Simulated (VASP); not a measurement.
# Ge (P6_3/mmc) in VASP: further runs, part 2 of 2

VASP 6.6.1.

## (3) Single point, PBEsol

Contents of INCAR:

```
SYSTEM = Ge
PREC = Accurate ; ENCUT = 520
EDIFF = 1E-6 ; ISMEAR = -5
SIGMA = 0.1 ; LREAL = .FALSE.
LASPH = .TRUE. ; NELM = 80
ALGO = Normal ; ISIF = 2
LWAVE = .FALSE. ; LCHARG = .FALSE.
GGA = PS ; NBANDS = 21
```

Contents of KPOINTS:

```
Automatic mesh
0
G
  16 16 9
  0 0 0
```

Contents of POSCAR:

```
Ge
1.0
    2.8007706261      0.0000000000      0.0000000000
   -1.4003853130      2.4255385124      0.0000000000
    0.0000000000      0.0000000000      4.5826812478
Ge
2
Direct
    0.3333333333      0.6666666667      0.2500000000
    0.6666666667      0.3333333333      0.7500000000
```

Potentials or basis: VASP PAW PBE potentials, release 64 (Ge_d).

The run is started by

```sh
cat potpaw_PBE.64/Ge_d/POTCAR > POTCAR
mpirun -np 1 vasp_std > vasp.out
```

OUTCAR:

```text
SYSTEM = Ge
   PREC = Accurate
   ENCUT = 520
   EDIFF = 1E-6
   ISMEAR = -5
   LREAL = .FALSE.
   LASPH = .TRUE.
   NELM = 80
   ISIF = 2
   GGA = PS

 ion  position               nearest neighbor table
   1  0.333  0.667  0.250-   2 2.80   2 2.80   2 2.80   2 2.80   2 2.80   2 2.80
   2  0.667  0.333  0.750-   1 2.80   1 2.80   1 2.80   1 2.80   1 2.80   1 2.80

  LATTYP: Found a hexagonal cell.
 ALAT       =     2.8007706261
 C/A-ratio  =     1.6362215474

  Lattice vectors:
[... 193 lines left out ...]
      1     -15.8647      2.00000
      2     -15.8442      2.00000
      3     -15.8344      2.00000
      4     -15.8344      2.00000
      5     -15.8201      2.00000
      6     -15.8201      2.00000
[... 565 lines left out ...]
     20      22.4710      0.00000
     21      25.4348      0.00000

 [... further k-points ...]
[... 5 lines left out ...]
  --------------------------------------------------------------------------------------
  -------------------------------------------------------------------------------------
  Total        3.3873917      3.3873917      3.5049829      0.0000000     -0.0000000     -0.0000000
  in kB      174.3293991    174.3293991    180.3811369      0.0000000     -0.0000000     -0.0000000
  external PRESSURE =     176.3466451 kB  Pullay stress =       0.0000000 kB

 VOLUME and BASIS-vectors are now :
 -----------------------------------------------------------------------------
  energy-cutoff  :      520.00
  volume of cell :       31.13
      direct lattice vectors                 reciprocal lattice vectors
     2.800770626  0.000000000  0.000000000     0.357044590  0.206139790  0.000000000
    -1.400385313  2.425538512  0.000000000     0.000000000  0.412279580  0.000000000
     0.000000000  0.000000000  4.582681248     0.000000000  0.000000000  0.218212864

 POSITION                                       TOTAL-FORCE (eV/Angst)
 -----------------------------------------------------------------------------------
     -0.00000      1.61703      1.14567         0.000000      0.000000      0.000000
      1.40039      0.80851      3.43701        -0.000000      0.000000      0.000000
 -----------------------------------------------------------------------------------
    total drift:                                0.000000     -0.000000      0.000000

  FREE ENERGIE OF THE ION-ELECTRON SYSTEM (eV)
  ---------------------------------------------------
  free  energy   TOTEN  =        -9.0602271188 eV

  energy  without entropy=       -9.0602271188  energy(sigma->0) =       -9.06022712
```

OSZICAR:

```text
N       E                     dE             d eps       ncg     rms          rms(c)
DAV:   1     0.164827937208E+03    0.16483E+03   -0.13943E+04  7506   0.399E+03
DAV:   2     0.113916195694E+02   -0.15344E+03   -0.14829E+03  6360   0.566E+02
DAV:   3    -0.865434188577E+01   -0.20046E+02   -0.19852E+02  7139   0.125E+02
DAV:   4    -0.912030613768E+01   -0.46596E+00   -0.46539E+00  7166   0.221E+01
DAV:   5    -0.912634627465E+01   -0.60401E-02   -0.60372E-02  7269   0.265E+00    0.232E+00
DAV:   6    -0.908058740080E+01    0.45759E-01   -0.33885E-02  8681   0.340E+00    0.123E+00
DAV:   7    -0.906100239921E+01    0.19585E-01   -0.19190E-02  8701   0.199E+00    0.116E-01
DAV:   8    -0.906022458010E+01    0.77782E-03   -0.15783E-03  7774   0.788E-01    0.394E-02
DAV:   9    -0.906022674247E+01   -0.21624E-05   -0.40067E-05  7255   0.732E-02    0.572E-03
DAV:  10    -0.906022711878E+01   -0.37631E-06   -0.72033E-07  5092   0.122E-02
   1 F= -.90602271E+01 E0= -.90602271E+01  d E =0.000000E+00
```

Wall time 26 s (1 thread of Intel Xeon 6975P-C (Granite Rapids), shared host); peak memory 0.21 GiB.

What came out:

```yaml
Free_energy: -9.0602 eV
Pressure: 17.6 GPa
Band_gap_on_the_k_mesh: zero (bands 14 and 15 overlap by 11.47 eV)
```

Stress tensor (GPa, compression positive):
```
17.43  0.00  0.00
 0.00 17.43  0.00
 0.00  0.00 18.04
```

Caveat: the cell stands under pressure; the PAW data sets were made with another functional, which shifts forces and pressure a little; tetrahedron occupations give inexact forces and stress in metals.

## (4) Single point, PBEsol

This run uses another cell than the first one, of 17.40 Å³/atom.

Contents of INCAR:

```
SYSTEM = Ge
ALGO = Normal
EDIFF = 1E-6
ENCUT = 520
GGA = PS
ISIF = 2
ISMEAR = -1
LASPH = .TRUE.
LCHARG = .FALSE.
LREAL = .FALSE.
LWAVE = .FALSE.
NBANDS = 21
NELM = 60
PREC = Accurate
SIGMA = 0.08
```

Contents of KPOINTS:

```
k-points
0
G
  16 16 9
  0 0 0
```

Contents of POSCAR:

```
Ge
1.0
    2.9053801907      0.0000000000      0.0000000000
   -1.4526900953      2.5161330528      0.0000000000
    0.0000000000      0.0000000000      4.7596330763
Ge
2
Direct
    0.3333333333      0.6666666667      0.2500000000
    0.6666666667      0.3333333333      0.7500000000
```

The run is started by

```sh
cat potpaw_PBE.64/Ge_d/POTCAR > POTCAR
mpirun -np 1 vasp_std > vasp.out
```

Wall time 30 s (1 thread of Intel Xeon 6975P-C (Granite Rapids), shared host); peak memory 0.21 GiB.

It converged, with:

| Quantity | Value |
| --- | --- |
| Free energy | -9.3176 eV |
| Pressure | 4.4 GPa |
| Band gap on the k mesh | zero (bands 14 and 15 overlap by 10.19 eV) |

Levels at points of the mesh, in eV from the Fermi level:
```
           k point  band 10  band 11  band 12  band 13  band 14  band 15  band 16  band 17  band 18  band 19
(0.00, 0.00, 0.00)   -24.61   -13.94    -8.15    -6.11     7.35     7.35     9.39     9.39     9.83    12.28
(0.50, 0.00, 0.00)   -24.60    -8.59    -7.37    -2.58    -1.79    -1.12     1.20     2.79     6.77     7.45
```

Caveat: the cell stands under pressure; the PAW data sets were made with another functional, which shifts forces and pressure a little.

## (5) Single point, PBEsol

This run uses another cell than the first one, of 18.31 Å³/atom.

Contents of INCAR:

```
SYSTEM = Ge
PREC     = Accurate       ! precision mode
ENCUT    = 520            ! plane-wave cutoff, eV
EDIFF    = 1E-7           ! SCF threshold, eV
ISMEAR   = -1             ! smearing method
SIGMA    = 0.08           ! smearing width, eV
LREAL    = .False.        ! projectors in reciprocal space
LASPH    = .True.         ! aspherical terms in the spheres
NELM     = 60             ! most SCF steps
ALGO     = Normal         ! electronic algorithm
ISIF     = 2              ! what is computed and relaxed
LWAVE    = .False.        ! write WAVECAR
LCHARG   = .False.        ! write CHGCAR
GGA      = PS             ! functional
NBANDS   = 21             ! bands
```

Contents of KPOINTS:

```
Automatic mesh
0
Gamma
  16 16 9
  0 0 0
```

Contents of POSCAR:

```
Ge
1.0
    2.9542218340      0.0000000000      0.0000000000
   -1.4771109170      2.5584311566      0.0000000000
    0.0000000000      0.0000000000      4.8458459493
Ge
2
Direct
    0.3333333333      0.6666666667      0.2500000000
    0.6666666667      0.3333333333      0.7500000000
```

The run is started by

```sh
cat potpaw_PBE.64/Ge_d/POTCAR > POTCAR
mpirun -np 1 vasp_std > vasp.out
```

Run time: 35 s. Hardware: 1 thread of Intel Xeon 6975P-C (Granite Rapids), shared host; peak memory 0.21 GiB.

It converged, with:

```
Free energy            : -9.3428 eV
Pressure               : 0.1 GPa
Band gap on the k mesh : zero (bands 14 and 15 overlap by 9.65 eV)
```

Levels at points of the mesh, in eV from the Fermi level:
```csv
k point,band 10,band 11,band 12,band 13,band 14,band 15,band 16,band 17,band 18,band 19
"(0.00, 0.00, 0.00)",-24.60,-13.47,-8.04,-5.77,7.02,7.02,8.96,8.96,9.28,11.86
"(0.50, 0.00, 0.00)",-24.59,-8.40,-7.13,-2.67,-1.74,-1.01,1.26,2.71,6.68,7.08
```

Caveat: the PAW data sets were made with another functional, which shifts forces and pressure a little.

## (6) Relaxation of shape and atoms at fixed volume, PBEsol

This run uses another cell than the first one, of 7.33 Å³/atom.

Contents of INCAR:

```
ALGO     = Normal         # electronic algorithm
EDIFF    = 1E-7           # SCF threshold, eV
EDIFFG   = -0.005         # ionic threshold
ENCUT    = 600            # plane-wave cutoff, eV
GGA      = PS             # functional
IBRION   = 2              # ionic algorithm
ISIF     = 4              # what is computed and relaxed
ISMEAR   = -1             # smearing method
LASPH    = T              # aspherical terms in the spheres
LCHARG   = F              # write CHGCAR
LREAL    = F              # projectors in reciprocal space
LWAVE    = F              # write WAVECAR
NELM     = 80             # most SCF steps
NSW      = 50             # ionic steps
PREC     = Accurate       # precision mode
SIGMA    = 0.08           # smearing width, eV
```

Contents of KPOINTS:

```
k-points
0
Gamma
  16 16 9
```

Contents of POSCAR:

```
Ge
1.0
    2.1766892580      0.0000000000      0.0000000000
   -1.0883446290      1.8850681936      0.0000000000
    0.0000000000      0.0000000000      3.5704498230
Ge
2
Direct
    0.3333333333      0.6666666667      0.2500000000
    0.6666666667      0.3333333333      0.7500000000
```

Potentials or basis: VASP PAW PBE potentials, release 64 (Ge_d).

The run is started by

```sh
cat potpaw_PBE.64/Ge_d/POTCAR > POTCAR
mpirun -np 1 vasp_std > vasp.out
```

Run time: 54 s. Hardware: 1 thread of Intel Xeon 6975P-C (Granite Rapids), shared host; peak memory 0.15 GiB.

The run converged. Its results:

- Free energy: 6.5985 eV
- Energy gained by relaxing: 0.2 meV/atom
- Ionic steps: 3
- Pressure after relaxing: 541.8 GPa
- Band gap on the k mesh: zero (bands 14 and 15 overlap by 20.46 eV)

The path:
```tsv
step	energy change (eV)	largest force (eV/Å)	pressure (GPa)	volume (Å³)
1	0.0000	0.0000	541.80	14.65
2	0.0009	0.0000	541.83	14.65
3	-0.0005	0.0000	541.77	14.65
```

Final structure:
```yaml
crystal:
  lattice:
    - [2.17928, 0.00000, 0.00000]
    - [-1.08964, 1.88732, 0.00000]
    - [0.00000, 0.00000, 3.56195]
  atoms:
    - { symbol: Ge, position: [0.33333, 0.66667, 0.25000] }
    - { symbol: Ge, position: [0.66667, 0.33333, 0.75000] }
```

Levels at points of the mesh, in eV from the Fermi level:
```
           k point  band 11  band 12  band 13  band 14  band 15  band 16  band 17  band 18
(0.00, 0.00, 0.00)   -26.17   -14.76   -11.16    15.31    15.31    15.90    17.59    17.59
(0.50, 0.00, 0.00)   -15.15   -14.00    -4.05    -3.03    -0.73     0.18     4.08    11.38
```

Caveat: the PAW data sets were made with another functional, which shifts forces and pressure a little.

## (7) The runs side by side

| task | cell | cutoff (eV) | smearing | gap on the mesh (eV) | pressure (GPa) |
| --- | --- | --- | --- | --- | --- |
| single point | a = 2.801, b = 2.801, c = 4.583 Å, angles 90.0, 90.0, 120.0°, 2 atoms | 520 | fermi-dirac 0.08 eV | none | 17.8 |
| single point | a = 2.801, b = 2.801, c = 4.583 Å, angles 90.0, 90.0, 120.0°, 2 atoms | 520 | tetrahedron | none | 17.6 |
| single point | a = 2.905, b = 2.905, c = 4.760 Å, angles 90.0, 90.0, 120.0°, 2 atoms | 520 | fermi-dirac 0.08 eV | none | 4.4 |
| single point | a = 2.954, b = 2.954, c = 4.846 Å, angles 90.0, 90.0, 120.0°, 2 atoms | 520 | fermi-dirac 0.08 eV | none | 0.1 |
| relaxation of shape and atoms at fixed volume | relaxed from a = 2.177, b = 2.177, c = 3.570 Å, angles 90.0, 90.0, 120.0°, 2 atoms | 600 | fermi-dirac 0.08 eV | none | 541.8 |

Alike in all rows: level PBEsol; potentials or basis VASP PAW PBE potentials, release 64 (Ge_d); no spin polarisation; k mesh 16 × 16 × 9.

Caveats: the PAW data sets were made with another functional, which shifts forces and pressure a little; the cell stands under pressure (at least some runs); tetrahedron occupations give inexact forces and stress in metals (at least some runs).

Absolute energies hang on the potentials; compare differences alone.
